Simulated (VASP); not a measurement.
Input of a VASP 6.6.1 run:

The input INCAR:

```
SYSTEM = Pd
PREC = Accurate ; ENCUT = 520
EDIFF = 1E-7 ; ISMEAR = -1
SIGMA = 0.05 ; LREAL = .FALSE.
LASPH = .TRUE. ; NELM = 150
ALGO = Normal ; ISIF = 2
LWAVE = .FALSE. ; LCHARG = .FALSE.
ISPIN = 2 ; MAGMOM = 0.349 0.349
LORBIT = 11 ; LMAXMIX = 4
GGA = RE ; NBANDS = 21
```

File KPOINTS:

```
Automatic mesh
0
G
  15 15 8
  0 0 0
```

File POSCAR:

```
Pd
1.0
    2.7485328262      0.0000000000      0.0000000000
   -1.3742664131      2.3802992506      0.0000000000
    0.0000000000      0.0000000000      4.6157332586
Pd
2
Direct
    0.3333333333      0.6666666667      0.2500000000
    0.6666666667      0.3333333333      0.7500000000
```

Potentials or basis: VASP PAW PBE potentials, release 64 (Pd).

Launch:

```console
$ cat potpaw_PBE.64/Pd/POTCAR > POTCAR
$ mpirun -np 1 vasp_std > vasp.out
```

Problem. Predict the net moment.

Solution. 0.62 μB per cell.

Problem. What does it give for the pressure?

Solution. 6.8 GPa.

Problem. Predict the site moments.

Solution. Pd +0.31 μB.

Stress tensor (GPa, compression positive):
```
7.29 0.00 0.00
0.00 7.29 0.00
0.00 0.00 5.70
```

Caveat: the PAW data sets were made with another functional, which shifts forces and pressure a little.
